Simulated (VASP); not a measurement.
# Cr3Co (Pm-3m) in VASP: a series of runs

Runs on Cr3Co. Level: PBE. Tasks: single point, relaxation of cell and atoms.

Everything below comes from runs of VASP 6.6.1. Logs are shortened: lines on timing, memory, paths and dates and some standing lists are left out, and cuts for length are marked.

## (1) The cell of the first run

It takes space group Pm-3m (No. 221, cubic). Conventional cell: a = 3.565 Å, b = 3.565 Å, c = 3.565 Å, α = 90.00°, β = 90.00°, γ = 90.00°. Within 3.3 Å of Cr (site symmetry 4/mmm) lie 8 Cr at 2.52 Å and 4 Co at 2.52 Å. Co (site symmetry m-3m) has 12 Cr at 2.52 Å within 3.3 Å.

## (2) Single point, PBE

File INCAR:

```
SYSTEM = Cr3Co
PREC = Accurate
ENCUT = 520
EDIFF = 1E-6
ISMEAR = 0
SIGMA = 0.1
LREAL = .FALSE.
LASPH = .TRUE.
NELM = 100
ALGO = Normal
ISIF = 2
LWAVE = .FALSE.
LCHARG = .FALSE.
GGA = PE
NBANDS = 30
```

File KPOINTS:

```
Automatic mesh
0
G
  6 6 6
  0 0 0
```

File POSCAR:

```
Cr3Co
1.0
    3.5649514268      0.0000000000      0.0000000000
    0.0000000000      3.5649514268      0.0000000000
    0.0000000000      0.0000000000      3.5649514268
Cr Co
3 1
Direct
    0.0000000000      0.5000000000      0.5000000000
    0.5000000000      0.0000000000      0.5000000000
    0.5000000000      0.5000000000      0.0000000000
    0.0000000000      0.0000000000      0.0000000000
```

Potentials or basis: VASP PAW PBE potentials, release 64 (Cr_pv, Co).

Run with:

```
> cat potpaw_PBE.64/Cr_pv/POTCAR potpaw_PBE.64/Co/POTCAR > POTCAR
> mpirun -np 1 vasp_std > vasp.out
```

OUTCAR:

```text
SYSTEM = Cr3Co
   PREC = Accurate
   ENCUT = 520
   EDIFF = 1E-6
   ISMEAR = 0
   LREAL = .FALSE.
   LASPH = .TRUE.
   NELM = 100
   ISIF = 2
   GGA = PE

 ion  position               nearest neighbor table
   1  0.000  0.500  0.500-   2 2.52   3 2.52   4 2.52   3 2.52   4 2.52   2 2.52   4 2.52   4 2.52
                             2 2.52   3 2.52   3 2.52   2 2.52
   2  0.500  0.000  0.500-   1 2.52   3 2.52   4 2.52   3 2.52   4 2.52   1 2.52   3 2.52   3 2.52
                             1 2.52   4 2.52   4 2.52   1 2.52
   3  0.500  0.500  0.000-   1 2.52   2 2.52   4 2.52   1 2.52   2 2.52   2 2.52   4 2.52   2 2.52
                             1 2.52   4 2.52   1 2.52   4 2.52
   4  0.000  0.000  0.000-   1 2.52   2 2.52   3 2.52   1 2.52   2 2.52   1 2.52   3 2.52   1 2.52
                             2 2.52   3 2.52   2 2.52   3 2.52

  LATTYP: Found a simple cubic cell.
 ALAT       =     3.5649514268

  Lattice vectors:

 A1 = (   3.5649514268,   0.0000000000,   0.0000000000)
 A2 = (   0.0000000000,   3.5649514268,   0.0000000000)
 A3 = (   0.0000000000,   0.0000000000,   3.5649514268)

Analysis of symmetry for initial positions (statically):
=====================================================================
 Subroutine PRICEL returns:
 Original cell was already a primitive cell.

 Routine SETGRP: Setting up the symmetry group for a
 simple cubic supercell.

 Subroutine GETGRP returns: Found 48 space group operations
[... 9 lines left out ...]

 Routine SETGRP: Setting up the symmetry group for a
 simple cubic supercell.

 Subroutine GETGRP returns: Found 48 space group operations
[... 11 lines left out ...]
                                     Primitive cell

  volume of cell :      45.3065

  direct lattice vectors                    reciprocal lattice vectors
     3.564951427  0.000000000  0.000000000     0.280508731  0.000000000  0.000000000
     0.000000000  3.564951427  0.000000000     0.000000000  0.280508731  0.000000000
     0.000000000  0.000000000  3.564951427     0.000000000  0.000000000  0.280508731

  length of vectors
     3.564951427  3.564951427  3.564951427     0.280508731  0.280508731  0.280508731

  position of ions in fractional coordinates (direct lattice)
     0.000000000  0.500000000  0.500000000
     0.500000000  0.000000000  0.500000000
     0.500000000  0.500000000  0.000000000
     0.000000000  0.000000000  0.000000000

  ion indices of the primitive-cell ions
   primitive index   ion index
                 1           1
                 2           2
                 3           3
                 4           4

----------------------------------------------------------------------------------------

 KPOINTS: Automatic mesh

Automatic generation of k-mesh.
 Grid dimensions read from file:
 generate k-points for:    6    6    6

 Generating k-lattice:

  Cartesian coordinates                     Fractional coordinates (reciprocal lattice)
     0.046751455  0.000000000  0.000000000     0.166666667  0.000000000  0.000000000
     0.000000000  0.046751455  0.000000000     0.000000000  0.166666667  0.000000000
     0.000000000  0.000000000  0.046751455     0.000000000  0.000000000  0.166666667

  Length of vectors
     0.046751455  0.046751455  0.046751455

  Shift w.r.t. Gamma in fractional coordinates (k-lattice)
     0.000000000  0.000000000  0.000000000

 Subroutine IBZKPT returns following result:
 ===========================================

 Found     20 irreducible k-points:

 Following reciprocal coordinates:
            Coordinates               Weight
  0.000000  0.000000  0.000000      1.000000
  0.166667  0.000000  0.000000      6.000000
  0.333333  0.000000  0.000000      6.000000
  0.500000  0.000000  0.000000      3.000000
  0.166667  0.166667  0.000000     12.000000
  0.333333  0.166667  0.000000     24.000000
[... 12 lines left out ...]
  0.500000  0.500000  0.333333      6.000000
  0.500000  0.500000  0.500000      1.000000
   k-points           NKPTS =     20   k-points in BZ     NKDIM =     20   number of bands    NBANDS=     30
   number of dos      NEDOS =    301   number of ions     NIONS =      4
   total plane-waves  NPLWV =  21952
   dimension x,y,z NGX =    28 NGY =   28 NGZ =   28
   dimension x,y,z NGXF=    56 NGYF=   56 NGZF=   56
   ions per type =               3   1
   NGX,Y,Z   is equivalent  to a cutoff of  13.06, 13.06, 13.06 a.u.
   NGXF,Y,Z  is equivalent  to a cutoff of  26.11, 26.11, 26.11 a.u.
 SYSTEM =  Cr3Co
   PREC   = accura    normal or accurate (medium, high low for compatibility)
   ISTART =      0    job   : 0-new  1-cont  2-samecut
   ICHARG =      2    charge: 1-file 2-atom 10-const
   ISPIN  =      1    spin polarized calculation?
   LNONCOLLINEAR =      F non collinear calculations
   LSORBIT =      F    spin-orbit coupling
   LASPH  =      T    aspherical Exc in radial PAW
   ENCUT  =  520.0 eV  38.22 Ry    6.18 a.u.   6.63  6.63  6.63*2*pi/ulx,y,z
   NELM   =    100;   NELMIN=  2; NELMDL= -5     # of ELM steps
   EDIFF  = 0.1E-05   stopping-criterion for ELM
   LREAL  =      F    real-space projection
   EDIFFG = 0.1E-04   stopping-criterion for IOM
   NSW    =      0    number of steps for IOM
   IBRION =     -1    ionic relax: 0-MD 1-quasi-New 2-CG
   NFREE  =      0    steps in history (QN), initial steepest desc. (CG)
   ISIF   =      2    stress and relaxation
   ISYM   =      2    0-nonsym 1-usesym 2-fastsym
   POTIM  = 0.5000    time-step for ionic-motion
   TEBEG  =    0.0;   TEEND  =   0.0 temperature during run
   PSTRESS=    0.0 pullay stress
   NELECT =      45.0000    total number of electrons
   NUPDOWN=      -1.0000    fix difference up-down
   EMIN   =  10.00;   EMAX   =-10.00  energy-range for DOS
   EFERMI =   0.00;   METHOD = LEGACY
   ISMEAR =     0;   SIGMA  =   0.10  broadening in eV -4-tet -1-fermi 0-gaus
   EFERMI_NEDOS =   21; number of points for ismear=-14 and -15
   IALGO  =     38    algorithm
   IMIX   =      4    mixing-type and parameters
     AMIX     =   0.40;   BMIX     =  1.00
     AMIX_MAG =   1.60;   BMIX_MAG =  1.00
  volume/ion in A,a.u.               =      11.33        76.44
  Fermi-wavevector in a.u.,A,eV,Ry     =   1.633398  3.086675 36.300200  2.667989
  Thomas-Fermi vector in A             =   2.725210
   LORBIT       =      0    0 simple, 1 ext, 2 COOP (PROOUT), +10 PAW based schemes
   GGA     = PE    functional components
   LHFCALC =     F    Hartree Fock is set to
   AEXX    =    0.0000 exact exchange contribution
   IVDW    =     0    specifies the selected vdW correction
   LEPSILON=     F    determine dielectric tensor
   LRPA    =     F    only Hartree local field effects (RPA)
 non-spin polarized calculation
 Gauss-broadening in eV      SIGMA  =   0.10
  energy-cutoff  :      520.00
  volume of cell :       45.31
 maximum number of plane-waves:      1233
 NGX is ok and might be reduce to    28
   NGX = 13   NGY = 13   NGZ = 13

 number of electron      44.9999994 magnetization

 Free energy of the ion-electron system (eV)
  ---------------------------------------------------
  ext. energy  EPLUGINS =         0.00000000
  ---------------------------------------------------
  free energy    TOTEN  =       -34.88173424 eV

  energy without entropy =      -34.85491767  energy(sigma->0) =      -34.86832595

 E-fermi :  10.6251     XC(G=0): -13.6331

 val. band max:       10.6135554304   @ k =   0.5000   0.1667   0.1667
 cond. band min:      10.6269741012   @ k =   0.5000   0.5000   0.1667
 fundamental gap:      0.0134186708
 Fermi energy:        10.6251163519

 k-point     1 :       0.0000    0.0000    0.0000
  band No.  band energies     occupation
      1     -32.5286      2.00000
      2     -32.5286      2.00000
      3     -32.5286      2.00000
      4     -32.1532      2.00000
      5     -32.1532      2.00000
      6     -32.1532      2.00000
[... 22 lines left out ...]
     29      13.5561      0.00000
     30      13.5562      0.00000

 k-point     2 :       0.1667    0.0000    0.0000
  band No.  band energies     occupation
      1     -32.5043      2.00000
      2     -32.5043      2.00000
      3     -32.4917      2.00000
      4     -32.1617      2.00000
      5     -32.1617      2.00000
      6     -32.1567      2.00000
[... 22 lines left out ...]
     29      12.9344      0.00000
     30      13.0656      0.00000

 k-point     3 :       0.3333    0.0000    0.0000
  band No.  band energies     occupation
      1     -32.4454      2.00000
      2     -32.4454      2.00000
      3     -32.3900      2.00000
      4     -32.1884      2.00000
      5     -32.1884      2.00000
      6     -32.1638      2.00000
[... 22 lines left out ...]
     29      12.3834      0.00000
     30      12.6383      0.00000

 k-point     4 :       0.5000    0.0000    0.0000
  band No.  band energies     occupation
      1     -32.4059      2.00000
      2     -32.4059      2.00000
      3     -32.2872      2.00000
      4     -32.2119      2.00000
      5     -32.2119      2.00000
      6     -32.1673      2.00000
[... 22 lines left out ...]
     29      12.3691      0.00000
     30      12.5691      0.00000

 k-point     5 :       0.1667    0.1667    0.0000
  band No.  band energies     occupation
      1     -32.5193      2.00000
      2     -32.4794      2.00000
      3     -32.4261      2.00000
      4     -32.2061      2.00000
      5     -32.1681      2.00000
      6     -32.1240      2.00000
[... 22 lines left out ...]
     29      12.7319      0.00000
     30      13.2762      0.00000
[... 394 lines left out ...]
     29      12.4649      0.00000
     30      13.2548      0.00000

 k-point    18 :       0.5000    0.3333    0.3333
  band No.  band energies     occupation
      1     -32.6309      2.00000
      2     -32.4729      2.00000
      3     -32.4566      2.00000
      4     -32.4224      2.00000
      5     -32.0404      2.00000
      6     -31.9835      2.00000
[... 22 lines left out ...]
     29      12.7344      0.00000
     30      12.8487      0.00000

 k-point    19 :       0.5000    0.5000    0.3333
  band No.  band energies     occupation
      1     -32.6680      2.00000
      2     -32.5029      2.00000
      3     -32.4635      2.00000
      4     -32.4635      2.00000
      5     -31.9759      2.00000
      6     -31.9759      2.00000
[... 22 lines left out ...]
     29      12.9728      0.00000
     30      13.1224      0.00000

 k-point    20 :       0.5000    0.5000    0.5000
  band No.  band energies     occupation
      1     -32.7173      2.00000
      2     -32.5016      2.00000
      3     -32.5016      2.00000
      4     -32.5016      2.00000
      5     -31.9387      2.00000
      6     -31.9387      2.00000
[... 22 lines left out ...]
     29      12.4812      0.00000
     30      12.4812      0.00000

------------------------ aborting loop because EDIFF is reached ----------------------------------------

  FORCE on cell =-STRESS in cart. coord.  units (eV):
  Direction    XX          YY          ZZ          XY          YZ          ZX
  --------------------------------------------------------------------------------------
  -------------------------------------------------------------------------------------
  Total       -0.1086560     -0.1086560     -0.1086560     -0.0000000     -0.0000000      0.0000000
  in kB       -3.8424072     -3.8424072     -3.8424072     -0.0000000     -0.0000000      0.0000000
  external PRESSURE =      -3.8424072 kB  Pullay stress =       0.0000000 kB

 VOLUME and BASIS-vectors are now :
 -----------------------------------------------------------------------------
  energy-cutoff  :      520.00
  volume of cell :       45.31
      direct lattice vectors                 reciprocal lattice vectors
     3.564951427  0.000000000  0.000000000     0.280508731  0.000000000  0.000000000
     0.000000000  3.564951427  0.000000000     0.000000000  0.280508731  0.000000000
     0.000000000  0.000000000  3.564951427     0.000000000  0.000000000  0.280508731

 POSITION                                       TOTAL-FORCE (eV/Angst)
 -----------------------------------------------------------------------------------
      0.00000      1.78248      1.78248         0.000000      0.000000      0.000000
      1.78248      0.00000      1.78248         0.000000      0.000000      0.000000
      1.78248      1.78248      0.00000         0.000000      0.000000      0.000000
      0.00000      0.00000      0.00000         0.000000      0.000000      0.000000
 -----------------------------------------------------------------------------------
    total drift:                                0.000000      0.000000      0.000000

  FREE ENERGIE OF THE ION-ELECTRON SYSTEM (eV)
  ---------------------------------------------------
  free  energy   TOTEN  =       -34.8817342380 eV

  energy  without entropy=      -34.8549176716  energy(sigma->0) =      -34.86832595
```

Run time: 23 s. Hardware: 1 thread of AMD EPYC 9R45 (Zen 5), shared host; peak memory 0.13 GiB.

What came out:

- Free energy: -34.8817 eV
- Pressure: -0.4 GPa

Caveat: the run has no spin polarisation, though such a crystal can be magnetic. Spin polarisation is off, so any magnetic state and its effect on volume and gap are missing.

## (3) Relaxation of cell and atoms, PBE

This run uses another cell than the first one, of 11.04 Å³/atom, 0.975 times its volume.

File INCAR:

```
SYSTEM = Cr3Co
PREC = Accurate ; ENCUT = 600
EDIFF = 1E-6 ; ISMEAR = 0
SIGMA = 0.1 ; LREAL = .FALSE.
LASPH = .TRUE. ; NELM = 60
ALGO = Normal ; ISIF = 3
LWAVE = .FALSE. ; LCHARG = .FALSE.
GGA = PE ; IBRION = 2
NSW = 90 ; EDIFFG = -0.04
```

File KPOINTS:

```
regular mesh
0
G
  6 6 6
  0 0 0
```

File POSCAR:

```
Cr3Co
1.0
    3.5350612656      0.0000000000      0.0000000000
    0.0000000000      3.5350612656      0.0000000000
    0.0000000000      0.0000000000      3.5350612656
Cr Co
3 1
Direct
    0.0000000000      0.5000000000      0.5000000000
    0.5000000000      0.0000000000      0.5000000000
    0.5000000000      0.5000000000      0.0000000000
    0.0000000000      0.0000000000      0.0000000000
```

Potentials or basis: VASP PAW PBE potentials, release 64 (Cr_pv, Co).

Run with:

```
> cat potpaw_PBE.64/Cr_pv/POTCAR potpaw_PBE.64/Co/POTCAR > POTCAR
> mpirun -np 1 vasp_std > vasp.out
```

Run time: 69 s. Hardware: 1 thread of AMD EPYC 9R45 (Zen 5), shared host; peak memory 0.14 GiB.

Results (log left out):

```yaml
Free_energy: -34.8803 eV
Relaxed_volume: 11.31 Å³/atom
Relaxed_cell: a = 3.563 Å, b = 3.563 Å, c = 3.563 Å, α = 90.00°, β = 90.00°, γ = 90.00°
Space_group_after_relaxing_to_0.05_Å: Pm-3m (No. 221)
Energy_gained_by_relaxing: 4.9 meV/atom
Ionic_steps: 3
Pressure_after_relaxing: 0.0 GPa
```

The path:
```
step  energy change (eV)  largest force (eV/Å)  pressure (GPa)  volume (Å³)
   1              0.0000                0.0000            6.25        44.18
   2              0.0304                0.0000           -8.77        46.99
   3             -0.0197                0.0000           -0.04        45.23
```

Final structure:
```
CELL_PARAMETERS angstrom
3.56301 0.00000 0.00000
0.00000 3.56301 0.00000
0.00000 0.00000 3.56301
ATOMIC_POSITIONS crystal
Cr 0.00000 0.50000 0.50000
Cr 0.50000 0.00000 0.50000
Cr 0.50000 0.50000 0.00000
Co 0.00000 0.00000 0.00000
```

Levels at points of the mesh, in eV from the Fermi level:
| k point | band 18 | band 19 | band 20 | band 21 | band 22 | band 23 | band 24 | band 25 | band 26 | band 27 |
| --- | --- | --- | --- | --- | --- | --- | --- | --- | --- | --- |
| (0.00, 0.00, 0.00) | -0.96 | -0.96 | 0.42 | 0.42 | 1.81 | 1.81 | 1.81 | 2.05 | 2.05 | 2.53 |
| (0.50, 0.00, 0.00) | -1.78 | -1.78 | -1.05 | 0.10 | 0.14 | 0.14 | 0.66 | 0.81 | 0.87 | 0.87 |
| (0.50, 0.50, 0.00) | -1.69 | -1.65 | -1.42 | -1.42 | -1.08 | 0.42 | 0.42 | 0.45 | 0.47 | 0.47 |
| (0.50, 0.50, 0.50) | -1.10 | -0.66 | -0.66 | -0.66 | 0.55 | 0.55 | 0.55 | 1.00 | 1.71 | 1.71 |

Caveat: the run has no spin polarisation, though such a crystal can be magnetic. Spin polarisation is off, so any magnetic state and its effect on volume and gap are missing.

## (4) Single point, PBE, collinear spin, ferromagnetic start

This run uses another cell than the first one, of 11.04 Å³/atom, 0.975 times its volume.

File INCAR:

```
  ALGO = Fast
  EDIFF = 1E-7
  ENCUT = 520
  GGA = PE
  ISIF = 2
  ISMEAR = 0
  ISPIN = 2
  LASPH = True
  LCHARG = True
  LELF = True
  LMAXMIX = 4
  LORBIT = 11
  LREAL = False
  LVHAR = True
  LWAVE = False
  MAGMOM = 3 3 3 3
  NBANDS = 34
  NELM = 150
  PREC = Accurate
  SIGMA = 0.1
```

File KPOINTS:

```
k-points
0
Gamma
  6 6 6
```

POSCAR is that of step 3.

Run with:

```
> cat potpaw_PBE.64/Cr_pv/POTCAR potpaw_PBE.64/Co/POTCAR > POTCAR
> mpirun -np 1 vasp_std > vasp.out
```

It took 98 s on 1 thread of AMD EPYC 9R45 (Zen 5), shared host; peak memory 0.16 GiB.

It converged, with:

- Free energy: -34.8615 eV
- Pressure: 6.2 GPa
- Net moment: 0.00 μB per cell
- Valence electrons inside the program's atomic spheres: Cr 11.07; Co 8.52

Levels at points of the mesh, in eV from the Fermi level:
Spin up:
```
           k point  band 19  band 20  band 21  band 22  band 23  band 24  band 25  band 26
(0.00, 0.00, 0.00)    -1.00     0.44     0.44     1.88     1.88     1.88     2.12     2.12
(0.50, 0.00, 0.00)    -1.84    -1.08     0.10     0.14     0.14     0.67     0.84     0.89
(0.50, 0.50, 0.00)    -1.70    -1.48    -1.48    -1.12     0.43     0.43     0.46     0.48
(0.50, 0.50, 0.50)    -0.69    -0.69    -0.69     0.57     0.57     0.57     1.06     1.77
```
Spin down:
```
           k point  band 19  band 20  band 21  band 22  band 23  band 24  band 25  band 26
(0.00, 0.00, 0.00)    -1.00     0.44     0.44     1.88     1.88     1.88     2.12     2.12
(0.50, 0.00, 0.00)    -1.84    -1.08     0.10     0.14     0.14     0.67     0.84     0.89
(0.50, 0.50, 0.00)    -1.70    -1.48    -1.48    -1.12     0.43     0.43     0.46     0.48
(0.50, 0.50, 0.50)    -0.69    -0.69    -0.69     0.57     0.57     0.57     1.06     1.76
```

Caveat: the starting moments collapsed, and a magnetic state may lie lower.

## (5) Single point, PBE

File INCAR:

```
SYSTEM = Cr3Co
ALGO = Fast
EDIFF = 1E-6
ENCUT = 520
GGA = PE
ISIF = 2
ISMEAR = 0
LASPH = .TRUE.
LCHARG = .FALSE.
LREAL = .FALSE.
LWAVE = .FALSE.
NBANDS = 30
NELM = 80
PREC = Accurate
SIGMA = 0.1
```

File KPOINTS:

```
k-points
0
G
  14 14 14
  0 0 0
```

File POSCAR:

```
Cr3Co
1.0
    3.5654191910      0.0000000000      0.0000000000
    0.0000000000      3.5654191910      0.0000000000
    0.0000000000      0.0000000000      3.5654191910
Cr Co
3 1
Direct
    0.0000000000      0.5000000000      0.5000000000
    0.5000000000      0.0000000000      0.5000000000
    0.5000000000      0.5000000000      0.0000000000
    0.0000000000      0.0000000000      0.0000000000
```

Run with:

```
> cat potpaw_PBE.64/Cr_pv/POTCAR potpaw_PBE.64/Co/POTCAR > POTCAR
> mpirun -np 1 vasp_std > vasp.out
```

Run time: 3 min. Hardware: 1 thread of AMD EPYC 9R45 (Zen 5), shared host; peak memory 0.22 GiB.

Results (log left out):

```yaml
Free_energy: -34.8713 eV
Pressure: -0.1 GPa
```

Levels at points of the mesh, in eV from the Fermi level:
```
           k point  band 20  band 21  band 22  band 23  band 24  band 25
(0.00, 0.00, 0.00)     0.46     0.46     1.84     1.84     1.84     2.06
(0.50, 0.00, 0.00)    -0.99     0.12     0.16     0.16     0.67     0.85
(0.50, 0.50, 0.00)    -1.40    -1.40    -1.02     0.45     0.45     0.47
(0.50, 0.50, 0.50)    -0.63    -0.63     0.57     0.57     0.57     1.00
```

Caveat: the run has no spin polarisation, though such a crystal can be magnetic.

## (6) Overview

```csv
task,cell,k mesh,cutoff (eV),gap on the mesh (eV),pressure (GPa)
single point,"a = 3.565 Å, 4 atoms",6 × 6 × 6,520,none,-0.4
relaxation of cell and atoms,"relaxed from a = 3.535 Å, 4 atoms",6 × 6 × 6,600,none,0.0
single point,"a = 3.565 Å, 4 atoms",14 × 14 × 14,520,none,-0.1
```

Alike in all rows: level PBE; potentials or basis VASP PAW PBE potentials, release 64 (Cr_pv, Co); no spin polarisation; smearing gaussian 0.1 eV.

Caveats: the run has no spin polarisation, though such a crystal can be magnetic.

Total energies depend on the potentials used, so only differences within one code and one set of settings carry meaning.
